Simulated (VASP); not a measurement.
Input of a VASP 6.6.1 run:

The input INCAR:

```
SYSTEM = Ge4H
PREC = Accurate
ENCUT = 520
EDIFF = 1E-7
ISMEAR = 0
SIGMA = 0.1
LREAL = .FALSE.
LASPH = .TRUE.
NELM = 60
ALGO = Normal
ISIF = 2
LWAVE = .FALSE.
LCHARG = .FALSE.
LDIPOL = .TRUE.
IDIPOL = 3
DIPOL = 0.5 0.5 0.336
GGA = PE
IVDW = 12
NBANDS = 36
```

Contents of KPOINTS:

```
regular mesh
0
G
  7 7 1
  0 0 0
```

Contents of POSCAR:

```
Ge4H
1.0
    4.0303587907      0.0000000000      0.0000000000
    0.0000000000      4.0303587907      0.0000000000
    0.0000000000      0.0000000000     21.6416627718
Ge H
4 1
Direct
    0.0000000000      0.5000000000      0.1848286817
    0.0000000000      0.0000000000      0.2506714513
    0.5000000000      0.0000000000      0.3196569899
    0.5000000000      0.5000000000      0.3854446333
    0.5000000000      0.5000000000      0.5379282957
```

Potentials or basis: VASP PAW PBE potentials, release 64 (Ge_d, H).

Launch:

```bash
$ cat potpaw_PBE.64/Ge_d/POTCAR potpaw_PBE.64/H/POTCAR > POTCAR
$ mpirun -np 1 vasp_std > vasp.out
```

Question: Estimate the dispersion energy per atom.

Answer: -0.176 eV.

Question: Estimate the band gap on the k mesh.

Answer: Zero (an odd number of electrons rules out a gap without spin polarisation).

Forces in eV/Å, atoms in the order of the input:
```
Ge   0.000  0.000 -0.137
Ge   0.000  0.000  0.138
Ge   0.000  0.000  0.143
Ge   0.000  0.000  0.648
H    0.000  0.000 -0.792
```
